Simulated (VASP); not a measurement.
A run of VASP 6.6.1 is set up as follows.

The input INCAR:

```
PREC = Accurate
ENCUT = 520
EDIFF = 1E-6
ISMEAR = 0
SIGMA = 0.05
LREAL = F
LASPH = T
NELM = 100
ALGO = Normal
ISIF = 2
LWAVE = F
LCHARG = T
GGA = PE
IVDW = 12
LELF = T
LVHAR = T
NBANDS = 22
```

KPOINTS

```
Automatic mesh
0
Gamma
  8 8 4
```

POSCAR

```
F
1.0
    2.8613483419     -1.8186582592      0.3019664865
    2.8613483419      1.8186582592      0.3019664865
   -0.8488055624      0.0000000000      6.8503318418
F
4
Direct
    0.9138648456      0.5855481450      0.1022680550
    0.4144518550      0.0861351544      0.3977319450
    0.0861351544      0.4144518550      0.8977319450
    0.5855481450      0.9138648456      0.6022680550
```

Potentials or basis: VASP PAW PBE potentials, release 64 (F).

Launch:

```bash
$ cat potpaw_PBE.64/F/POTCAR > POTCAR
$ mpirun -np 1 vasp_std > vasp.out
```

Problem. Estimate the dispersion energy per atom.

Solution. -0.026 eV.

Problem. What does it give for the pressure?

Solution. -6.8 GPa.

Problem. Estimate the band gap on the k mesh.

Solution. 1.73 eV.

Forces on the atoms (eV/Å):
```
F    0.300 -1.056 -2.356
F   -0.300 -1.056  2.356
F   -0.300  1.056  2.356
F    0.300  1.056 -2.356
```

Caveat: the cell differs from its parent crystal (atoms shifted along a free coordinate); the stress differs along the axes, from -16 to -1 GPa; forces of over 1 eV/Å act on the atoms, so gaps and moduli don't describe the material at rest. A k mesh can miss the band edges.
